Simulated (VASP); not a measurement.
# TaBr4F (F-43m) in VASP: single point with PBE

Aim: the single point of TaBr4F with PBE.

Program: VASP 6.6.1. These are calculated values, not measurements. Logs are shortened: lines on timing, memory, paths and dates and some standing lists are left out, and cuts for length are marked.

## Step 1: The cell of the first run

The structure is cubic, space group F-43m (No. 216). The conventional cell has a = 8.852 Å, b = 8.852 Å, c = 8.852 Å, α = 90.00°, β = 90.00°, γ = 90.00°. Within 4.8 Å of Ta (site symmetry -43m) lie 12 Br at 3.67 Å and 4 F at 3.83 Å. Br (site symmetry 3m) has 6 Br at 3.13 Å and 3 F at 3.67 Å and 3 Ta at 3.67 Å within 4.1 Å. F (site symmetry -43m) has 12 Br at 3.67 Å and 4 Ta at 3.83 Å within 4.8 Å.

The cell was generated, and may not be a known phase.

## Step 2: Single point, PBE

Input file INCAR:

```
PREC     = Accurate       # precision mode
ENCUT    = 600            # plane-wave cutoff, eV
EDIFF    = 1E-6           # SCF threshold, eV
ISMEAR   = 0              # smearing method
SIGMA    = 0.1            # smearing width, eV
LREAL    = F              # projectors in reciprocal space
LASPH    = T              # aspherical terms in the spheres
NELM     = 120            # most SCF steps
ALGO     = Normal         # electronic algorithm
ISIF     = 2              # what is computed and relaxed
LWAVE    = F              # write WAVECAR
LCHARG   = F              # write CHGCAR
GGA      = PE             # functional
NBANDS   = 32             # bands
GGA_COMPAT= F
```

Input file KPOINTS:

```
Automatic mesh
0
Gamma
  4 4 4
```

Input file POSCAR:

```
TaBr4F
1.0
    0.0000000000      4.4257856600      4.4257856600
    4.4257856600      0.0000000000      4.4257856600
    4.4257856600      4.4257856600      0.0000000000
Ta Br F
1 4 1
Direct
    0.7500000000      0.7500000000      0.7500000000
    0.8751070200      0.3749643300      0.3749643300
    0.3749643300      0.3749643300      0.3749643300
    0.3749643300      0.8751070200      0.3749643300
    0.3749643300      0.3749643300      0.8751070200
    0.0000000000      0.0000000000      0.0000000000
```

Potentials or basis: VASP PAW PBE potentials, release 64 (Ta_pv, Br, F).

Run with:

```console
cat potpaw_PBE.64/Ta_pv/POTCAR potpaw_PBE.64/Br/POTCAR potpaw_PBE.64/F/POTCAR > POTCAR
mpirun -np 1 vasp_std > vasp.out
```

OUTCAR:

```text
PREC = Accurate
   ENCUT = 600
   EDIFF = 1E-6
   ISMEAR = 0
   LREAL = F
   LASPH = T
   NELM = 120
   ISIF = 2
   GGA = PE

 ion  position               nearest neighbor table
   1  0.750  0.750  0.750-
   2  0.875  0.375  0.375-
   3  0.375  0.375  0.375-
   4  0.375  0.875  0.375-
   5  0.375  0.375  0.875-
   6  0.000  0.000  0.000-

  LATTYP: Found a face centered cubic cell.
 ALAT       =     8.8515713200

  Lattice vectors:

 A1 = (   0.0000000000,   4.4257856600,   4.4257856600)
 A2 = (   4.4257856600,   0.0000000000,   4.4257856600)
 A3 = (   4.4257856600,   4.4257856600,   0.0000000000)

Analysis of symmetry for initial positions (statically):
=====================================================================
 Subroutine PRICEL returns:
 Original cell was already a primitive cell.

 Routine SETGRP: Setting up the symmetry group for a
 face centered cubic supercell.

 Subroutine GETGRP returns: Found 24 space group operations
 (whereof 24 operations were pure point group operations)
 out of a pool of 48 trial point group operations.

The static configuration has the point symmetry T_d .

Analysis of symmetry for dynamics (positions and initial velocities):
=====================================================================
 Subroutine PRICEL returns:
 Original cell was already a primitive cell.

 Routine SETGRP: Setting up the symmetry group for a
 face centered cubic supercell.

 Subroutine GETGRP returns: Found 24 space group operations
 (whereof 24 operations were pure point group operations)
 out of a pool of 48 trial point group operations.

The dynamic configuration has the point symmetry T_d .

 Subroutine INISYM returns: Found 24 space group operations
 (whereof 24 operations are pure point group operations),
 and found     1 'primitive' translations

----------------------------------------------------------------------------------------

                                     Primitive cell

  volume of cell :     173.3808

  direct lattice vectors                    reciprocal lattice vectors
     0.000000000  4.425785660  4.425785660    -0.112974292  0.112974292  0.112974292
     4.425785660  0.000000000  4.425785660     0.112974292 -0.112974292  0.112974292
     4.425785660  4.425785660  0.000000000     0.112974292  0.112974292 -0.112974292

  length of vectors
     6.259006105  6.259006105  6.259006105     0.195677213  0.195677213  0.195677213

  position of ions in fractional coordinates (direct lattice)
     0.750000000  0.750000000  0.750000000
     0.875107020  0.374964330  0.374964330
     0.374964330  0.374964330  0.374964330
     0.374964330  0.875107020  0.374964330
     0.374964330  0.374964330  0.875107020
     0.000000000  0.000000000  0.000000000

  ion indices of the primitive-cell ions
   primitive index   ion index
                 1           1
                 2           2
                 3           3
                 4           4
                 5           5
                 6           6

----------------------------------------------------------------------------------------

 KPOINTS: Automatic mesh

Automatic generation of k-mesh.
 Grid dimensions read from file:
 generate k-points for:    4    4    4

 Generating k-lattice:

  Cartesian coordinates                     Fractional coordinates (reciprocal lattice)
    -0.028243573  0.028243573  0.028243573     0.250000000  0.000000000  0.000000000
     0.028243573 -0.028243573  0.028243573     0.000000000  0.250000000  0.000000000
     0.028243573  0.028243573 -0.028243573     0.000000000  0.000000000  0.250000000

  Length of vectors
     0.048919303  0.048919303  0.048919303

  Shift w.r.t. Gamma in fractional coordinates (k-lattice)
     0.000000000  0.000000000  0.000000000

 Subroutine IBZKPT returns following result:
 ===========================================

 Found      8 irreducible k-points:

 Following reciprocal coordinates:
            Coordinates               Weight
  0.000000  0.000000  0.000000      1.000000
  0.250000  0.000000  0.000000      8.000000
  0.500000  0.000000  0.000000      4.000000
  0.250000  0.250000  0.000000      6.000000
  0.500000  0.250000  0.000000     24.000000
 -0.250000  0.250000  0.000000     12.000000
  0.500000  0.500000  0.000000      3.000000
 -0.250000  0.500000  0.250000      6.000000
   k-points           NKPTS =      8   k-points in BZ     NKDIM =      8   number of bands    NBANDS=     32
   number of dos      NEDOS =    301   number of ions     NIONS =      6
   total plane-waves  NPLWV = 125000
   dimension x,y,z NGX =    50 NGY =   50 NGZ =   50
   dimension x,y,z NGXF=   100 NGYF=  100 NGZF=  100
   ions per type =               1   4   1
   NGX,Y,Z   is equivalent  to a cutoff of  13.28, 13.28, 13.28 a.u.
   NGXF,Y,Z  is equivalent  to a cutoff of  26.56, 26.56, 26.56 a.u.
 SYSTEM =  unknown system
   PREC   = accura    normal or accurate (medium, high low for compatibility)
   ISTART =      0    job   : 0-new  1-cont  2-samecut
   ICHARG =      2    charge: 1-file 2-atom 10-const
   ISPIN  =      1    spin polarized calculation?
   LNONCOLLINEAR =      F non collinear calculations
   LSORBIT =      F    spin-orbit coupling
   LASPH  =      T    aspherical Exc in radial PAW
   ENCUT  =  600.0 eV  44.10 Ry    6.64 a.u.  12.50 12.50 12.50*2*pi/ulx,y,z
   NELM   =    120;   NELMIN=  2; NELMDL= -5     # of ELM steps
   EDIFF  = 0.1E-05   stopping-criterion for ELM
   LREAL  =      F    real-space projection
   EDIFFG = 0.1E-04   stopping-criterion for IOM
   NSW    =      0    number of steps for IOM
   IBRION =     -1    ionic relax: 0-MD 1-quasi-New 2-CG
   NFREE  =      0    steps in history (QN), initial steepest desc. (CG)
   ISIF   =      2    stress and relaxation
   ISYM   =      2    0-nonsym 1-usesym 2-fastsym
   POTIM  = 0.5000    time-step for ionic-motion
   TEBEG  =    0.0;   TEEND  =   0.0 temperature during run
   PSTRESS=    0.0 pullay stress
   NELECT =      46.0000    total number of electrons
   NUPDOWN=      -1.0000    fix difference up-down
   EMIN   =  10.00;   EMAX   =-10.00  energy-range for DOS
   EFERMI =   0.00;   METHOD = LEGACY
   ISMEAR =     0;   SIGMA  =   0.10  broadening in eV -4-tet -1-fermi 0-gaus
   EFERMI_NEDOS =   21; number of points for ismear=-14 and -15
   IALGO  =     38    algorithm
   IMIX   =      4    mixing-type and parameters
     AMIX     =   0.40;   BMIX     =  1.00
     AMIX_MAG =   1.60;   BMIX_MAG =  1.00
  volume/ion in A,a.u.               =      28.90       195.01
  Fermi-wavevector in a.u.,A,eV,Ry     =   1.051947  1.987891 15.056096  1.106592
  Thomas-Fermi vector in A             =   2.187010
   LORBIT       =      0    0 simple, 1 ext, 2 COOP (PROOUT), +10 PAW based schemes
   GGA     = PE    functional components
   LHFCALC =     F    Hartree Fock is set to
   AEXX    =    0.0000 exact exchange contribution
   IVDW    =     0    specifies the selected vdW correction
   LEPSILON=     F    determine dielectric tensor
   LRPA    =     F    only Hartree local field effects (RPA)
 non-spin polarized calculation
 Gauss-broadening in eV      SIGMA  =   0.10
  energy-cutoff  :      600.00
  volume of cell :      173.38
 maximum number of plane-waves:      5822
 NGX is ok and might be reduce to    50
   NGX = 25   NGY = 25   NGZ = 25

 number of electron      46.0000000 magnetization

 Free energy of the ion-electron system (eV)
  ---------------------------------------------------
  ext. energy  EPLUGINS =         0.00000000
  ---------------------------------------------------
  free energy    TOTEN  =       -13.51120910 eV

  energy without entropy =      -13.41599302  energy(sigma->0) =      -13.46360106

 E-fermi :   0.8033     XC(G=0):  -8.6156

 val. band max:        0.7989175288   @ k =   0.2500   0.2500   0.0000
 cond. band min:       0.8114729413   @ k =   0.5000   0.2500   0.0000
 fundamental gap:      0.0125554126
 Fermi energy:         0.8032949215

 k-point     1 :       0.0000    0.0000    0.0000
  band No.  band energies     occupation
      1     -35.8771      2.00000
      2     -35.8771      2.00000
      3     -35.8771      2.00000
      4     -18.5724      2.00000
      5     -14.7440      2.00000
      6     -13.1859      2.00000
[... 24 lines left out ...]
     31       5.4453      0.00000
     32       5.4453      0.00000

 k-point     2 :       0.2500    0.0000    0.0000
  band No.  band energies     occupation
      1     -35.8771      2.00000
      2     -35.8771      2.00000
      3     -35.8771      2.00000
      4     -18.5718      2.00000
      5     -14.6115      2.00000
      6     -13.4016      2.00000
[... 24 lines left out ...]
     31       5.9096      0.00000
     32       5.9096      0.00000

 k-point     3 :       0.5000    0.0000    0.0000
  band No.  band energies     occupation
      1     -35.8771      2.00000
      2     -35.8771      2.00000
      3     -35.8771      2.00000
      4     -18.5712      2.00000
      5     -14.4153      2.00000
      6     -13.6772      2.00000
[... 24 lines left out ...]
     31       6.5166      0.00000
     32       6.5166      0.00000

 k-point     4 :       0.2500    0.2500    0.0000
  band No.  band energies     occupation
      1     -35.8771      2.00000
      2     -35.8771      2.00000
      3     -35.8771      2.00000
      4     -18.5716      2.00000
      5     -14.5584      2.00000
      6     -13.4736      2.00000
[... 24 lines left out ...]
     31       5.8324      0.00000
     32       5.8324      0.00000

 k-point     5 :       0.5000    0.2500    0.0000
  band No.  band energies     occupation
      1     -35.8771      2.00000
      2     -35.8771      2.00000
      3     -35.8771      2.00000
      4     -18.5711      2.00000
      5     -14.3181      2.00000
      6     -13.7876      2.00000
[... 24 lines left out ...]
     31       6.3955      0.00000
     32       6.4273      0.00000

 k-point     6 :      -0.2500    0.2500    0.0000
  band No.  band energies     occupation
      1     -35.8771      2.00000
      2     -35.8771      2.00000
      3     -35.8771      2.00000
      4     -18.5712      2.00000
      5     -14.4190      2.00000
      6     -13.6643      2.00000
[... 24 lines left out ...]
     31       6.0741      0.00000
     32       6.5190      0.00000

 k-point     7 :       0.5000    0.5000    0.0000
  band No.  band energies     occupation
      1     -35.8771      2.00000
      2     -35.8771      2.00000
      3     -35.8771      2.00000
      4     -18.5709      2.00000
      5     -14.0795      2.00000
      6     -14.0478      2.00000
[... 24 lines left out ...]
     31       6.3590      0.00000
     32       6.3590      0.00000

 k-point     8 :      -0.2500    0.5000    0.2500
  band No.  band energies     occupation
      1     -35.8771      2.00000
      2     -35.8771      2.00000
      3     -35.8771      2.00000
      4     -18.5709      2.00000
      5     -14.0800      2.00000
      6     -14.0456      2.00000
[... 24 lines left out ...]
     31       6.4853      0.00000
     32       6.5659      0.00000

------------------------ aborting loop because EDIFF is reached ----------------------------------------

  FORCE on cell =-STRESS in cart. coord.  units (eV):
  Direction    XX          YY          ZZ          XY          YZ          ZX
  --------------------------------------------------------------------------------------
  -------------------------------------------------------------------------------------
  Total       -5.8516140     -5.8516140     -5.8516140     -0.0000000      0.0000000     -0.0000000
  in kB      -54.0735804    -54.0735804    -54.0735804     -0.0000000      0.0000000     -0.0000000
  external PRESSURE =     -54.0735804 kB  Pullay stress =       0.0000000 kB

 VOLUME and BASIS-vectors are now :
 -----------------------------------------------------------------------------
  energy-cutoff  :      600.00
  volume of cell :      173.38
      direct lattice vectors                 reciprocal lattice vectors
     0.000000000  4.425785660  4.425785660    -0.112974292  0.112974292  0.112974292
     4.425785660  0.000000000  4.425785660     0.112974292 -0.112974292  0.112974292
     4.425785660  4.425785660  0.000000000     0.112974292  0.112974292 -0.112974292

 POSITION                                       TOTAL-FORCE (eV/Angst)
 -----------------------------------------------------------------------------------
      6.63868      6.63868      6.63868        -0.000000     -0.000000     -0.000000
      3.31902      5.53255      5.53255         0.044368     -0.044368     -0.044368
      3.31902      3.31902      3.31902         0.044368      0.044368      0.044368
      5.53255      3.31902      5.53255        -0.044368      0.044368     -0.044368
      5.53255      5.53255      3.31902        -0.044368     -0.044368      0.044368
      0.00000      0.00000      0.00000        -0.000000      0.000000     -0.000000
 -----------------------------------------------------------------------------------
    total drift:                               -0.000056     -0.000056     -0.000056

  FREE ENERGIE OF THE ION-ELECTRON SYSTEM (eV)
  ---------------------------------------------------
  free  energy   TOTEN  =       -13.5112091037 eV

  energy  without entropy=      -13.4159930166  energy(sigma->0) =      -13.46360106
```

Run time: 78 s. Hardware: 1 thread of Intel Xeon Platinum 8375C at 2.90GHz (Ice Lake), shared host; peak memory 0.36 GiB.

What came out:

```yaml
Free_energy: -13.5112 eV
Pressure: -5.4 GPa
Largest_force: 0.077 eV/Å
Band_gap_on_the_k_mesh: zero (bands 23 and 24 overlap by 0.21 eV)
```

Forces in eV/Å, atoms in the order of the input:
```
Ta   0.000  0.000  0.000
Br   0.044 -0.044 -0.044
Br   0.044  0.044  0.044
Br  -0.044  0.044 -0.044
Br  -0.044 -0.044  0.044
F    0.000  0.000  0.000
```

Levels at points of the mesh, in eV from the Fermi level:
```tsv
k point	band 19	band 20	band 21	band 22	band 23	band 24	band 25	band 26	band 27	band 28
(0.00, 0.00, 0.00)	-0.35	-0.35	-0.35	0.13	0.13	0.13	0.42	0.42	0.49	0.49
(0.50, 0.00, 0.00)	-0.82	-0.82	-0.34	-0.12	-0.12	-0.08	0.32	0.32	0.45	0.63
(0.50, 0.50, 0.00)	-0.91	-0.89	-0.89	-0.07	-0.04	-0.04	0.08	0.39	0.39	0.49
```

Caveat: the cell stands under tension; spin-orbit coupling is left out, which moves the levels of the heavy elements.
